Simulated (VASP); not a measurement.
A run of VASP 6.6.1:

POSCAR

```
ZnS
1.0
    4.0237723272      0.0000000000      0.0000000000
   -2.0118861636      3.4846890544      0.0000000000
    0.0000000000      0.0000000000      5.9953781623
Zn S
2 2
Direct
    0.3333333333      0.6666666667      0.2500000000
    0.6666666667      0.3333333333      0.7500000000
    0.6666666667      0.3333333333      0.2500000000
    0.3333333333      0.6666666667      0.7500000000
```

Contents of INCAR.step1:

```
SYSTEM = ZnS
  PREC = Accurate
  ENCUT = 520
  ISMEAR = 0
  SIGMA = 0.01
  LREAL = .False.
  LASPH = .True.
  NELM = 80
  NBANDS = 26
  GGA = PE
  ALGO = Normal
  EDIFF = 1E-4
  LWAVE = .True.
  LCHARG = .False.
```

The input INCAR.step2:

```
SYSTEM = ZnS
  PREC = Accurate
  ENCUT = 520
  EDIFF = 1E-6
  ISMEAR = 0
  SIGMA = 0.01
  LREAL = .False.
  LASPH = .True.
  NELM = 80
  ALGO = Normal
  ISIF = 2
  LWAVE = .False.
  LCHARG = .True.
  METAGGA = R2SCAN
  LMIXTAU = .True.
  LELF = .True.
  LVHAR = .True.
  NBANDS = 26
  ISTART = 1
```

The input KPOINTS:

```
regular mesh
0
Gamma
  6 6 4
  0 0 0
```

Potentials or basis: VASP PAW PBE potentials, release 64 (Zn, S).

Command:

```bash
$ cat potpaw_PBE.64/Zn/POTCAR potpaw_PBE.64/S/POTCAR > POTCAR
$ cp INCAR.step1 INCAR
$ mpirun -np 1 vasp_std > vasp.out
$ cp INCAR.step2 INCAR
$ mpirun -np 1 vasp_std > vasp.out
```

Hardware: 1 thread of Intel Xeon 8259CL, with other jobs on the host.

Q: Estimate the wall time of this run.

A: Wall time 4.9 min on 1 thread of Intel Xeon 8259CL, on a shared host, peak memory 0.22 GiB. Counts: k points 21.
